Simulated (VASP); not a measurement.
# La2O3 (Pm-3m) in VASP: notebook

La2O3 is run at these levels: PBE; tasks: relaxation of cell and atoms, single point.

Everything below comes from runs of VASP 6.6.1. Logs are shortened: lines on timing, memory, paths and dates and some standing lists are left out, and cuts for length are marked.

**1. The cell of the first run**

The structure is cubic, space group Pm-3m (No. 221). Conventional cell: a = 4.580 Å, b = 4.580 Å, c = 4.580 Å, α = 90.00°, β = 90.00°, γ = 90.00°. La (site symmetry m-3m) has 12 O at 3.24 Å and 8 La at 3.97 Å within 4.3 Å. La (site symmetry m-3m) has 6 O at 2.29 Å within 3.0 Å. O (site symmetry 4/mmm) has 2 La at 2.29 Å within 3.0 Å.

**2. Relaxation of cell and atoms, PBE**

File INCAR:

```
SYSTEM = La2O3
PREC = Accurate
ENCUT = 600
EDIFF = 1E-6
ISMEAR = 0
SIGMA = 0.02
LREAL = .False.
LASPH = .True.
NELM = 100
ALGO = Normal
ISIF = 3
LWAVE = .False.
LCHARG = .False.
GGA = PE
IBRION = 2
NSW = 100
EDIFFG = -0.01
```

File KPOINTS:

```
Automatic mesh
0
Gamma
  8 8 8
  0 0 0
```

File POSCAR:

```
La2O3
1.0
    4.5800274998      0.0000000000      0.0000000000
    0.0000000000      4.5800274998      0.0000000000
    0.0000000000      0.0000000000      4.5800274998
La O
2 3
Direct
    0.0000000000      0.0000000000      0.0000000000
    0.5000000000      0.5000000000      0.5000000000
    0.0000000000      0.5000000000      0.5000000000
    0.5000000000      0.0000000000      0.5000000000
    0.5000000000      0.5000000000      0.0000000000
```

Potentials or basis: VASP PAW PBE potentials, release 64 (La, O).

Started as:

```bash
$ cat potpaw_PBE.64/La/POTCAR potpaw_PBE.64/O/POTCAR > POTCAR
$ mpirun -np 1 vasp_std > vasp.out
```

OUTCAR:

```text
SYSTEM = La2O3
   PREC = Accurate
   ENCUT = 600
   EDIFF = 1E-6
   ISMEAR = 0
   LREAL = .False.
   LASPH = .True.
   NELM = 100
   ISIF = 3
   GGA = PE
   IBRION = 2
   NSW = 100
   EDIFFG = -0.01

 ion  position               nearest neighbor table
   1  0.000  0.000  0.000-
   2  0.500  0.500  0.500-   3 2.29   4 2.29   5 2.29   5 2.29   4 2.29   3 2.29
   3  0.000  0.500  0.500-   2 2.29   2 2.29
   4  0.500  0.000  0.500-   2 2.29   2 2.29
   5  0.500  0.500  0.000-   2 2.29   2 2.29

  LATTYP: Found a simple cubic cell.
 ALAT       =     4.5800274998

  Lattice vectors:

 A1 = (   4.5800274998,   0.0000000000,   0.0000000000)
 A2 = (   0.0000000000,   4.5800274998,   0.0000000000)
 A3 = (   0.0000000000,   0.0000000000,   4.5800274998)

Analysis of symmetry for initial positions (statically):
=====================================================================
 Subroutine PRICEL returns:
 Original cell was already a primitive cell.

 Routine SETGRP: Setting up the symmetry group for a
 simple cubic supercell.

 Subroutine GETGRP returns: Found 48 space group operations
 (whereof 48 operations were pure point group operations)
 out of a pool of 48 trial point group operations.

The static configuration has the point symmetry O_h .

Analysis of symmetry for dynamics (positions and initial velocities):
=====================================================================
 Subroutine PRICEL returns:
 Original cell was already a primitive cell.

 Routine SETGRP: Setting up the symmetry group for a
 simple cubic supercell.

 Subroutine GETGRP returns: Found 48 space group operations
 (whereof 48 operations were pure point group operations)
 out of a pool of 48 trial point group operations.

The dynamic configuration has the point symmetry O_h .

 Subroutine INISYM returns: Found 48 space group operations
 (whereof 48 operations are pure point group operations),
 and found     1 'primitive' translations

----------------------------------------------------------------------------------------

                                     Primitive cell

  volume of cell :      96.0736

  direct lattice vectors                    reciprocal lattice vectors
     4.580027500  0.000000000  0.000000000     0.218339300  0.000000000  0.000000000
     0.000000000  4.580027500  0.000000000     0.000000000  0.218339300  0.000000000
     0.000000000  0.000000000  4.580027500     0.000000000  0.000000000  0.218339300

  length of vectors
     4.580027500  4.580027500  4.580027500     0.218339300  0.218339300  0.218339300

  position of ions in fractional coordinates (direct lattice)
     0.000000000  0.000000000  0.000000000
     0.500000000  0.500000000  0.500000000
     0.000000000  0.500000000  0.500000000
     0.500000000  0.000000000  0.500000000
     0.500000000  0.500000000  0.000000000

  ion indices of the primitive-cell ions
   primitive index   ion index
                 1           1
                 2           2
                 3           3
                 4           4
                 5           5

----------------------------------------------------------------------------------------

 KPOINTS: Automatic mesh

Automatic generation of k-mesh.
 Grid dimensions read from file:
 generate k-points for:    8    8    8

 Generating k-lattice:

  Cartesian coordinates                     Fractional coordinates (reciprocal lattice)
     0.027292413  0.000000000  0.000000000     0.125000000  0.000000000  0.000000000
     0.000000000  0.027292413  0.000000000     0.000000000  0.125000000  0.000000000
     0.000000000  0.000000000  0.027292413     0.000000000  0.000000000  0.125000000

  Length of vectors
     0.027292413  0.027292413  0.027292413

  Shift w.r.t. Gamma in fractional coordinates (k-lattice)
     0.000000000  0.000000000  0.000000000

 Subroutine IBZKPT returns following result:
 ===========================================

 Found     35 irreducible k-points:

 Following reciprocal coordinates:
            Coordinates               Weight
  0.000000  0.000000  0.000000      1.000000
  0.125000  0.000000  0.000000      6.000000
  0.250000  0.000000  0.000000      6.000000
  0.375000  0.000000  0.000000      6.000000
  0.500000  0.000000  0.000000      3.000000
  0.125000  0.125000  0.000000     12.000000
[... 16 lines left out ...]
  0.375000  0.375000  0.125000     24.000000
  0.500000  0.375000  0.125000     24.000000
 [... further k-points ...]
   k-points           NKPTS =     35   k-points in BZ     NKDIM =     35   number of bands    NBANDS=     24
   number of dos      NEDOS =    301   number of ions     NIONS =      5
   total plane-waves  NPLWV =  64000
   dimension x,y,z NGX =    40 NGY =   40 NGZ =   40
   dimension x,y,z NGXF=    80 NGYF=   80 NGZF=   80
   ions per type =               2   3
   NGX,Y,Z   is equivalent  to a cutoff of  14.52, 14.52, 14.52 a.u.
   NGXF,Y,Z  is equivalent  to a cutoff of  29.04, 29.04, 29.04 a.u.
 SYSTEM =  La2O3
   PREC   = accura    normal or accurate (medium, high low for compatibility)
   ISTART =      0    job   : 0-new  1-cont  2-samecut
   ICHARG =      2    charge: 1-file 2-atom 10-const
   ISPIN  =      1    spin polarized calculation?
   LNONCOLLINEAR =      F non collinear calculations
   LSORBIT =      F    spin-orbit coupling
   LASPH  =      T    aspherical Exc in radial PAW
   ENCUT  =  600.0 eV  44.10 Ry    6.64 a.u.   9.15  9.15  9.15*2*pi/ulx,y,z
   NELM   =    100;   NELMIN=  2; NELMDL= -5     # of ELM steps
   EDIFF  = 0.1E-05   stopping-criterion for ELM
   LREAL  =      F    real-space projection
   EDIFFG = -.1E-01   stopping-criterion for IOM
   NSW    =    100    number of steps for IOM
   IBRION =      2    ionic relax: 0-MD 1-quasi-New 2-CG
   NFREE  =      1    steps in history (QN), initial steepest desc. (CG)
   ISIF   =      3    stress and relaxation
   ISYM   =      2    0-nonsym 1-usesym 2-fastsym
   POTIM  = 0.5000    time-step for ionic-motion
   TEBEG  =    0.0;   TEEND  =   0.0 temperature during run
   PSTRESS=    0.0 pullay stress
   NELECT =      40.0000    total number of electrons
   NUPDOWN=      -1.0000    fix difference up-down
   EMIN   =  10.00;   EMAX   =-10.00  energy-range for DOS
   EFERMI =   0.00;   METHOD = LEGACY
   ISMEAR =     0;   SIGMA  =   0.02  broadening in eV -4-tet -1-fermi 0-gaus
   EFERMI_NEDOS =   21; number of points for ismear=-14 and -15
   IALGO  =     38    algorithm
   IMIX   =      4    mixing-type and parameters
     AMIX     =   0.40;   BMIX     =  1.00
     AMIX_MAG =   1.60;   BMIX_MAG =  1.00
  volume/ion in A,a.u.               =      19.21       129.67
  Fermi-wavevector in a.u.,A,eV,Ry     =   1.222438  2.310072 20.331920  1.494354
  Thomas-Fermi vector in A             =   2.357584
   LORBIT       =      0    0 simple, 1 ext, 2 COOP (PROOUT), +10 PAW based schemes
   GGA     = PE    functional components
   LHFCALC =     F    Hartree Fock is set to
   AEXX    =    0.0000 exact exchange contribution
   IVDW    =     0    specifies the selected vdW correction
   LEPSILON=     F    determine dielectric tensor
   LRPA    =     F    only Hartree local field effects (RPA)
 conjugate gradient relaxation of ions
 non-spin polarized calculation
 Gauss-broadening in eV      SIGMA  =   0.02
  energy-cutoff  :      600.00
  volume of cell :       96.07
 maximum number of plane-waves:      3228
 NGX is ok and might be reduce to    40
   NGX = 19   NGY = 19   NGZ = 19

--------------------------------------- Ionic step        1  -------------------------------------------

 number of electron      39.9999985 magnetization

 Free energy of the ion-electron system (eV)
  ---------------------------------------------------
  ext. energy  EPLUGINS =         0.00000000
  ---------------------------------------------------
  free energy    TOTEN  =       -37.49453419 eV

  energy without entropy =      -37.49453419  energy(sigma->0) =      -37.49453419

------------------------ aborting loop because EDIFF is reached ----------------------------------------

  FORCE on cell =-STRESS in cart. coord.  units (eV):
  Direction    XX          YY          ZZ          XY          YZ          ZX
  --------------------------------------------------------------------------------------
  -------------------------------------------------------------------------------------
  Total       -0.2235479     -0.2235479     -0.2235479      0.0000000     -0.0000000      0.0000000
  in kB       -3.7280091     -3.7280091     -3.7280091      0.0000000     -0.0000000      0.0000000
  external PRESSURE =      -3.7280091 kB  Pullay stress =       0.0000000 kB
[... 63 lines left out ...]
  energy  without entropy=      -37.4947145999  energy(sigma->0) =      -37.49471460

--------------------------------------- Ionic step        3  -------------------------------------------

 number of electron      39.9999984 magnetization

 Free energy of the ion-electron system (eV)
  ---------------------------------------------------
  ext. energy  EPLUGINS =         0.00000000
  ---------------------------------------------------
  free energy    TOTEN  =       -37.49495135 eV

  energy without entropy =      -37.49495135  energy(sigma->0) =      -37.49495135

 E-fermi :   6.1474     XC(G=0):  -9.7537

 val. band max:        5.9631988695   @ k =   0.0000   0.0000   0.0000
 cond. band min:       6.5222568170   @ k =   0.5000   0.0000   0.0000
 fundamental gap:      0.5590579475
 Fermi energy:         6.1474488639

 k-point     1 :       0.0000    0.0000    0.0000
  band No.  band energies     occupation
      1     -28.2010      2.00000
      2     -23.0333      2.00000
      3     -11.6563      2.00000
      4     -11.6563      2.00000
      5     -11.6563      2.00000
      6     -10.5662      2.00000
[... 637 lines left out ...]
     23       6.5904      0.00000
     24       6.6106      0.00000

 [... further k-points ...]

------------------------ aborting loop because EDIFF is reached ----------------------------------------

  FORCE on cell =-STRESS in cart. coord.  units (eV):
  Direction    XX          YY          ZZ          XY          YZ          ZX
  --------------------------------------------------------------------------------------
  -------------------------------------------------------------------------------------
  Total       -0.0098717     -0.0098717     -0.0098717      0.0000000      0.0000000     -0.0000000
  in kB       -0.1652331     -0.1652331     -0.1652331      0.0000000      0.0000000     -0.0000000
  external PRESSURE =      -0.1652331 kB  Pullay stress =       0.0000000 kB
[... 20 lines left out ...]
  FREE ENERGIE OF THE ION-ELECTRON SYSTEM (eV)
  ---------------------------------------------------
  free  energy   TOTEN  =       -37.4949513510 eV

  energy  without entropy=      -37.4949513510  energy(sigma->0) =      -37.49495135

 reached required accuracy - stopping structural energy minimisation
```

Run time: 3 min. Hardware: 1 thread of Intel Xeon Platinum 8488C (Sapphire Rapids), shared host; peak memory 0.31 GiB.

Results:

| Quantity | Value |
| --- | --- |
| Free energy | -37.4950 eV |
| Relaxed volume | 19.14 Å³/atom |
| Relaxed cell | a = 4.574 Å, b = 4.574 Å, c = 4.574 Å, α = 90.00°, β = 90.00°, γ = 90.00° |
| Space group after relaxing (to 0.05 Å) | Pm-3m (No. 221) |
| Energy gained by relaxing | 0.1 meV/atom |
| Ionic steps | 3 |
| Pressure after relaxing | 0.0 GPa |
| Band gap on the k mesh | 0.56 eV, indirect (least direct gap 0.58 eV) |

Step by step:
```
step  energy change (eV)  largest force (eV/Å)  pressure (GPa)  volume (Å³)
   1              0.0000                0.0000           -0.37        96.07
   2             -0.0002                0.0000            0.27        95.45
   3             -0.0004                0.0000           -0.02        95.72
```

Final structure:
```
La O
1.0
     4.57440    0.00000    0.00000
     0.00000    4.57440    0.00000
     0.00000    0.00000    4.57440
La O
2 3
Direct
  0.00000 0.00000 0.00000
  0.50000 0.50000 0.50000
  0.00000 0.50000 0.50000
  0.50000 0.00000 0.50000
  0.50000 0.50000 0.00000
```

Caveat: spin-orbit coupling is left out, which moves the levels of the heavy elements. As with any semilocal functional, this PBE gap is likely too small.

**3. Single point, PBE**

File INCAR:

```
SYSTEM = La2O3
PREC = Accurate
ENCUT = 520
EDIFF = 1E-7
ISMEAR = 0
SIGMA = 0.1
LREAL = .FALSE.
LASPH = .TRUE.
NELM = 100
ALGO = Normal
ISIF = 2
LWAVE = .FALSE.
LCHARG = .FALSE.
GGA = PE
NBANDS = 28
```

File KPOINTS:

```
regular mesh
0
G
  4 4 4
  0 0 0
```

POSCAR is that of step 2.

Potentials or basis: VASP PAW PBE potentials, release 64 (La, O).

Started as:

```bash
$ cat potpaw_PBE.64/La/POTCAR potpaw_PBE.64/O/POTCAR > POTCAR
$ mpirun -np 1 vasp_std > vasp.out
```

OUTCAR:

```text
SYSTEM = La2O3
   PREC = Accurate
   ENCUT = 520
   EDIFF = 1E-7
   ISMEAR = 0
   LREAL = .FALSE.
   LASPH = .TRUE.
   NELM = 100
   ISIF = 2
   GGA = PE

 ion  position               nearest neighbor table
   1  0.000  0.000  0.000-
   2  0.500  0.500  0.500-   3 2.29   4 2.29   5 2.29   5 2.29   4 2.29   3 2.29
   3  0.000  0.500  0.500-   2 2.29   2 2.29
   4  0.500  0.000  0.500-   2 2.29   2 2.29
   5  0.500  0.500  0.000-   2 2.29   2 2.29

  LATTYP: Found a simple cubic cell.
 ALAT       =     4.5800274998

  Lattice vectors:

 A1 = (   4.5800274998,   0.0000000000,   0.0000000000)
 A2 = (   0.0000000000,   4.5800274998,   0.0000000000)
 A3 = (   0.0000000000,   0.0000000000,   4.5800274998)

Analysis of symmetry for initial positions (statically):
=====================================================================
 Subroutine PRICEL returns:
 Original cell was already a primitive cell.

 Routine SETGRP: Setting up the symmetry group for a
 simple cubic supercell.

 Subroutine GETGRP returns: Found 48 space group operations
 (whereof 48 operations were pure point group operations)
 out of a pool of 48 trial point group operations.

The static configuration has the point symmetry O_h .

Analysis of symmetry for dynamics (positions and initial velocities):
=====================================================================
 Subroutine PRICEL returns:
 Original cell was already a primitive cell.

 Routine SETGRP: Setting up the symmetry group for a
 simple cubic supercell.

 Subroutine GETGRP returns: Found 48 space group operations
 (whereof 48 operations were pure point group operations)
 out of a pool of 48 trial point group operations.

The dynamic configuration has the point symmetry O_h .

 Subroutine INISYM returns: Found 48 space group operations
 (whereof 48 operations are pure point group operations),
 and found     1 'primitive' translations
[... 104 lines left out ...]
   IMIX   =      4    mixing-type and parameters
     AMIX     =   0.40;   BMIX     =  1.00
     AMIX_MAG =   1.60;   BMIX_MAG =  1.00
  volume/ion in A,a.u.               =      19.21       129.67
  Fermi-wavevector in a.u.,A,eV,Ry     =   1.222438  2.310072 20.331920  1.494354
  Thomas-Fermi vector in A             =   2.357584
   LORBIT       =      0    0 simple, 1 ext, 2 COOP (PROOUT), +10 PAW based schemes
   GGA     = PE    functional components
   LHFCALC =     F    Hartree Fock is set to
   AEXX    =    0.0000 exact exchange contribution
   IVDW    =     0    specifies the selected vdW correction
   LEPSILON=     F    determine dielectric tensor
   LRPA    =     F    only Hartree local field effects (RPA)
 non-spin polarized calculation
 Gauss-broadening in eV      SIGMA  =   0.10
  energy-cutoff  :      520.00
  volume of cell :       96.07
 maximum number of plane-waves:      2624
 NGX is ok and might be reduce to    36
   NGX = 17   NGY = 17   NGZ = 17

 number of electron      40.0000017 magnetization

 Free energy of the ion-electron system (eV)
  ---------------------------------------------------
  ext. energy  EPLUGINS =         0.00000000
  ---------------------------------------------------
  free energy    TOTEN  =       -37.48359007 eV

  energy without entropy =      -37.48357712  energy(sigma->0) =      -37.48358360

 E-fermi :   6.1964     XC(G=0):  -9.7366

 val. band max:        5.9180800983   @ k =   0.0000   0.0000   0.0000
 cond. band min:       6.4859952838   @ k =   0.5000   0.0000   0.0000
 fundamental gap:      0.5679151855
 Fermi energy:         6.1964060570

 k-point     1 :       0.0000    0.0000    0.0000
  band No.  band energies     occupation
      1     -28.2396      2.00000
      2     -23.0793      2.00000
      3     -11.6966      2.00000
      4     -11.6966      2.00000
      5     -11.6966      2.00000
      6     -10.5859      2.00000
[... 299 lines left out ...]
     27       6.6962      0.00000
     28       7.8141      0.00000

------------------------ aborting loop because EDIFF is reached ----------------------------------------

  FORCE on cell =-STRESS in cart. coord.  units (eV):
  Direction    XX          YY          ZZ          XY          YZ          ZX
  --------------------------------------------------------------------------------------
  -------------------------------------------------------------------------------------
  Total       -0.1578312     -0.1578312     -0.1578312     -0.0000000     -0.0000000      0.0000000
  in kB       -2.6320810     -2.6320810     -2.6320810     -0.0000000     -0.0000000      0.0000000
  external PRESSURE =      -2.6320810 kB  Pullay stress =       0.0000000 kB

 VOLUME and BASIS-vectors are now :
 -----------------------------------------------------------------------------
  energy-cutoff  :      520.00
  volume of cell :       96.07
      direct lattice vectors                 reciprocal lattice vectors
     4.580027500  0.000000000  0.000000000     0.218339300  0.000000000  0.000000000
     0.000000000  4.580027500  0.000000000     0.000000000  0.218339300  0.000000000
     0.000000000  0.000000000  4.580027500     0.000000000  0.000000000  0.218339300

 POSITION                                       TOTAL-FORCE (eV/Angst)
 -----------------------------------------------------------------------------------
      0.00000      0.00000      0.00000         0.000000      0.000000      0.000000
      2.29001      2.29001      2.29001         0.000000      0.000000      0.000000
      0.00000      2.29001      2.29001         0.000000      0.000000      0.000000
      2.29001      0.00000      2.29001         0.000000      0.000000      0.000000
      2.29001      2.29001      0.00000         0.000000      0.000000      0.000000
 -----------------------------------------------------------------------------------
    total drift:                                0.000000      0.000000      0.000000

  FREE ENERGIE OF THE ION-ELECTRON SYSTEM (eV)
  ---------------------------------------------------
  free  energy   TOTEN  =       -37.4835900735 eV

  energy  without entropy=      -37.4835771201  energy(sigma->0) =      -37.48358360
```

stdout:

```text
POSCAR found type information on POSCAR LaO
 POSCAR found :  2 types and       5 ions
 scaLAPACK will be used
 LDA part: xc-table for (Slater+PW92), standard interpolation
 POSCAR, INCAR and KPOINTS ok, starting setup
 FFT: planning ... GRIDC
 FFT: planning ... GRID_SOFT
 FFT: planning ... GRID
 WAVECAR not read
 entering main loop
```

Run time: 31 s. Hardware: 1 thread of Intel Xeon Platinum 8488C (Sapphire Rapids), shared host; peak memory 0.21 GiB.

Results:

```yaml
Free_energy: -37.4836 eV
Pressure: -0.3 GPa
Band_gap_on_the_k_mesh: 0.57 eV, indirect (least direct gap 0.59 eV)
```

Levels at points of the mesh, in eV from the valence-band top:
```
           k point  band 16  band 17  band 18  band 19  band 20  band 21  band 22  band 23  band 24  band 25
(0.00, 0.00, 0.00)    -1.95    -1.95     0.00     0.00     0.00     0.63     0.73     0.73     0.73     0.80
(0.50, 0.00, 0.00)    -2.41    -2.32    -2.32    -0.02    -0.02     0.57     0.59     0.62     0.66     0.66
(0.50, 0.50, 0.00)    -2.55    -2.07    -2.07    -1.20    -0.03     0.58     0.58     0.63     0.65     0.67
(0.50, 0.50, 0.50)    -3.20    -2.07    -1.17    -1.17    -1.17     0.60     0.60     0.60     0.70     0.78
```

Caveat: spin-orbit coupling is left out, which moves the levels of the heavy elements. A k mesh can miss the band edges.

(Part 1 of 2 ends here.)
